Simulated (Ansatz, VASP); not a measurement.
**Li2S: VASP beside Ansatz**

Contents of POSCAR:

```
Li2S
1.0
    0.0000000000      2.7979694800      2.7979694800
    2.7979694800      0.0000000000      2.7979694800
    2.7979694800      2.7979694800      0.0000000000
Li S
2 1
Direct
    0.2500000000      0.2500000000      0.2500000000
    0.7500000000      0.7500000000      0.7500000000
    0.0000000000      0.0000000000      0.0000000000
```

The input INCAR.step1:

```
PREC = Accurate
ENCUT = 830
ISMEAR = 0
SIGMA = 0.05
LREAL = False
LASPH = True
NELM = 120
NBANDS = 13
GGA = PE
ALGO = Normal
EDIFF = 1E-5
LWAVE = True
LCHARG = False
GGA_COMPAT = False
```

The input INCAR.step2:

```
PREC = Accurate
ENCUT = 830
EDIFF = 1E-6
ISMEAR = 0
SIGMA = 0.05
LREAL = False
LASPH = True
NELM = 120
ALGO = Normal
ISIF = 2
LWAVE = False
LCHARG = False
METAGGA = R2SCAN
LMIXTAU = True
LUSE_VDW = True
IVDW_NL = 2
BPARAM = 11.95
CPARAM = 0.0093
NBANDS = 13
ISTART = 1
GGA_COMPAT = False
```

KPOINTS

```
regular mesh
0
Gamma
  8 8 8
```

Input for Ansatz:

```yaml
crystal:
  lattice:
    - [0.0, 2.79796948, 2.79796948]
    - [2.79796948, 0.0, 2.79796948]
    - [2.79796948, 2.79796948, 0.0]
  atoms:
    - { symbol: Li, position: [0.25, 0.25, 0.25] }
    - { symbol: Li, position: [0.75, 0.75, 0.75] }
    - { symbol: S, position: [0.0, 0.0, 0.0] }
basis:
  ecutwfc: 500
  ecutrho_ratio: 4
kpoints:
  mp_grid: { grid: [8, 8, 8] }
hamiltonian:
  xc: r2scan
  dispersion: rvv10
scf:
  occupations: { method: gaussian, width: 0.05 }
output:
  forces: true
  stress: true
  eigenvalues: true
```

Alike in both runs: task single point; functional r2SCAN; dispersion rVV10; k mesh 8 × 8 × 8; occupations gaussian, width 0.05 eV; no spin polarisation.

|  | VASP | Ansatz |
| --- | --- | --- |
| version | VASP 6.6.1 | Ansatz 0.2.0 |
| potentials or method | VASP PAW PBE potentials, release 64 (Li_sv, S), cutoff 830 eV | scalar-relativistic, plane waves, PAW |
| valence electrons in the cell | 12 | 12 |

Ansatz gave:

```
gap on the k mesh at the Fermi level (eV) : 3.77
least direct gap on the mesh (eV)         : 5.17
pressure (GPa)                            : 1.9
```

**Question.** Estimate VASP's values.

**Answer.** gap on the k mesh at the Fermi level (eV): 3.76; least direct gap on the mesh (eV): 5.26; pressure (GPa): 1.8.

VASP's potentials were made for PBE, not for r2SCAN.
